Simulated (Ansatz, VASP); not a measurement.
**One calculation of Rb, two programs**

```
CELL_PARAMETERS angstrom
3.74317 0.00000 0.00000
-1.87159 3.24168 0.00000
0.00000 0.00000 3.51858
ATOMIC_POSITIONS crystal
Rb 0.00000 0.00000 0.00000
```

Change from the starting cell: volume scaled by 0.45, LAPW.

Alike in both runs: task single point; functional PBE; k mesh 9 × 9 × 8; occupations fermi-dirac, width 0.05 eV; no spin polarisation.

|  | VASP | Ansatz |
| --- | --- | --- |
| version | VASP 6.6.1 | Ansatz 0.2.0 |
| potentials or method | VASP PAW PBE potentials, release 64 (Rb_sv), cutoff 520 eV | all-electron LAPW, scalar-relativistic |

|  | VASP | Ansatz | Ansatz less VASP |
| --- | --- | --- | --- |
| pressure (GPa) | 7.7 | 7.7 | -0.02 |
| traceless stress, the component that is largest in VASP (GPa) | -0.31 | -0.31 | -0.001 |

Ansatz ran all-electron here, and VASP with PAW potentials.
